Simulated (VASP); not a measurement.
Set up this calculation in VASP 6.6.1, as the native input.

```yaml
Task: single point
Functional: r2SCAN
Potentials_or_basis: VASP PAW PBE potentials, release 64 (In_d, P)
Cutoff: 520 eV
k_mesh: 8 × 8 × 8
Occupations: gaussian, width 0.01 eV
Spin: no spin polarisation
Dipole_correction: no
Further_INCAR_settings: ALGO = Normal; EDIFF = 1e-07; NBANDS = 16
```

InP:

```
In P
1.0
     0.00000    2.91450    2.95379
     2.91450    0.00000    2.95379
     2.91450    2.91450    0.00000
In P
1 1
Direct
  0.00000 0.00000 0.00000
  0.25000 0.25000 0.25000
```

This cell differs from its parent crystal: biaxial xy strain -1.3%.

These files were run (other wordings do the same):

POSCAR

```
InP
1.0
    0.0000000000      2.9145022615      2.9537876370
    2.9145022615      0.0000000000      2.9537876370
    2.9145022615      2.9145022615      0.0000000000
In P
1 1
Direct
    0.0000000000      0.0000000000      0.0000000000
    0.2500000000      0.2500000000      0.2500000000
```

INCAR.step1

```
SYSTEM = InP
ALGO     = Normal         ! electronic algorithm
EDIFF    = 1E-4           ! SCF threshold, eV
ENCUT    = 520            ! plane-wave cutoff, eV
GGA      = PE             ! functional
ISMEAR   = 0              ! smearing method
LASPH    = .True.         ! aspherical terms in the spheres
LCHARG   = .False.        ! write CHGCAR
LREAL    = .False.        ! projectors in reciprocal space
LWAVE    = .True.         ! write WAVECAR
NBANDS   = 16             ! bands
NELM     = 60             ! most SCF steps
PREC     = Accurate       ! precision mode
SIGMA    = 0.01           ! smearing width, eV
```

INCAR.step2

```
SYSTEM = InP
ALGO     = Normal         ! electronic algorithm
EDIFF    = 1E-7           ! SCF threshold, eV
ENCUT    = 520            ! plane-wave cutoff, eV
ISIF     = 2              ! what is computed and relaxed
ISMEAR   = 0              ! smearing method
ISTART   = 1            
LASPH    = .True.         ! aspherical terms in the spheres
LCHARG   = .False.        ! write CHGCAR
LMIXTAU  = .True.       
LREAL    = .False.        ! projectors in reciprocal space
LWAVE    = .False.        ! write WAVECAR
METAGGA  = R2SCAN         ! meta-GGA
NBANDS   = 16             ! bands
NELM     = 60             ! most SCF steps
PREC     = Accurate       ! precision mode
SIGMA    = 0.01           ! smearing width, eV
```

KPOINTS

```
k-points
0
Gamma
  8 8 8
  0 0 0
```

Potentials or basis: VASP PAW PBE potentials, release 64 (In_d, P).

Command:

```console
$ cat potpaw_PBE.64/In_d/POTCAR potpaw_PBE.64/P/POTCAR > POTCAR
$ cp INCAR.step1 INCAR
$ mpirun -np 1 vasp_std > vasp.out
$ cp INCAR.step2 INCAR
$ mpirun -np 1 vasp_std > vasp.out
```

Results of the run:

* Pressure: 1.8 GPa
* Band gap on the k mesh: 1.16 eV, direct

Caveat: the cell differs from its parent crystal (biaxial xy strain -1.3%); the PAW data sets were made with another functional, which shifts forces and pressure a little; spin-orbit coupling is left out, which moves the levels of the heavy elements.

Wall time 3.5 min on 1 thread of Intel Xeon 8259CL, with other jobs on the host, peak memory 0.21 GiB.
